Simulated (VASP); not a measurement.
A run of VASP 6.6.1 is set up as follows.

File INCAR:

```
SYSTEM = Si
PREC = Accurate
ENCUT = 520
EDIFF = 1E-6
ISMEAR = 0
SIGMA = 0.01
LREAL = .FALSE.
LASPH = .TRUE.
NELM = 80
ALGO = Normal
ISIF = 2
LWAVE = .FALSE.
LCHARG = .TRUE.
GGA = PE
LELF = .TRUE.
LVHAR = .TRUE.
NBANDS = 16
```

KPOINTS

```
Automatic mesh
0
G
  6 6 2
  0 0 0
```

Contents of POSCAR:

```
Si
1.0
    3.8321295590      0.0000000000      0.0000000000
   -1.9160647795      3.3187215487      0.0000000000
    0.0000000000      0.0000000000      6.5314533663
Si
4
Direct
    0.3333333333      0.6666666667      0.0019979611
    0.6666666667      0.3333333333      0.5019979611
    0.3333333333      0.6666666667      0.3730020389
    0.6666666667      0.3333333333      0.8730020389
```

Potentials or basis: VASP PAW PBE potentials, release 64 (Si).

Launch:

```console
$ cat potpaw_PBE.64/Si/POTCAR > POTCAR
$ mpirun -np 1 vasp_std > vasp.out
```

Q: Estimate the pressure.

A: -1.4 GPa.

Q: Estimate the band gap on the k mesh.

A: 0.57 eV (least direct gap 1.25 eV).

Stress tensor (GPa, compression positive):
```
 0.58  0.00  0.00
 0.00  0.58  0.00
 0.00  0.00 -5.29
```

Caveat: the k points lie up to 0.48 Å⁻¹ apart; the cell differs from its parent crystal (uniaxial z strain +3.0%). A k mesh can miss the band edges.
